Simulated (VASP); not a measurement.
Runs of VASP 6.6.1 on Tl2I. The structure is that of space group Fm-3m (No. 225), or close to it. The cells are those of the table. 

```tsv
task	cell	k mesh	cutoff (eV)	gap on the mesh (eV)	pressure (GPa)
single point	a = 5.771 Å, angles 60.0°, 3 atoms	10 × 10 × 10	520	none	0.0
relaxation of cell and atoms	relaxed from a = 5.185 Å, angles 60.0°, 3 atoms	4 × 4 × 4	600	none	0.0
single point	a = 5.185 Å, angles 60.0°, 3 atoms	4 × 4 × 4	520	none	(a)
single point	a = 5.754 Å, angles 60.0°, 3 atoms	4 × 4 × 4	520	none	0.2
```

Alike in all rows: level r2SCAN; potentials or basis VASP PAW PBE potentials, release 64 (Tl_d, I); no spin polarisation; smearing gaussian 0.1 eV.

**Question.** Fill in the values left out.

**Answer.** (a) 10.4.

Caveats: some runs use coarse meshes; the PAW data sets were made with another functional, which shifts forces and pressure a little; spin-orbit coupling is left out, which moves the levels of the heavy elements; an odd number of electrons without spin polarisation forces a metal; a magnetic or distorted state may lie lower.

A k mesh can miss the band edges, and the runs leave out spin-orbit coupling on I, Tl.

A gap of «none» marks levels without a gap at the run's occupations.
